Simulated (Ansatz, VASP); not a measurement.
# Ti3Al in VASP and in Ansatz

```
Ti Al
1.0
     3.01231    0.00000    0.00000
    -1.50615    2.60873    0.00000
     0.00000    0.00000    8.73238
Ti Al
3 1
Direct
  0.66667 0.33333 0.00000
  0.33333 0.66667 0.76129
  0.33333 0.66667 0.23871
  0.66667 0.33333 0.50000
```

Alike in both runs: task single point; functional PBE; k mesh 15 × 15 × 6; occupations gaussian, width 0.15 eV; no spin polarisation.

|  | VASP | Ansatz |
| --- | --- | --- |
| version | VASP 6.6.1 | Ansatz 0.2.0 |
| potentials or method | VASP PAW PBE potentials, release 64 (Ti_sv, Al), cutoff 520 eV | scalar-relativistic, plane waves, PAW |
| valence electrons in the cell | 39 | 39 |

Ansatz gave:

| Item | Value |
| --- | --- |
| gap on the k mesh at the Fermi level (eV) | none |
| pressure (GPa) | 1.5 |
| traceless stress, the component that is largest in VASP (GPa) | 8.57 |
| rms of the force components (eV/Å) | 0.359 |

Question: Estimate VASP's values.

Answer: gap on the k mesh at the Fermi level (eV): none; pressure (GPa): 1.3; traceless stress, the component that is largest in VASP (GPa): 8.58; rms of the force components (eV/Å): 0.356.

Atom by atom the forces differ by 0.004 eV/Å (rms over components). A gap of «none» marks a metal or a gap that the smearing closes. With one functional, cell and mesh, what is left measures potentials, basis and numerics.
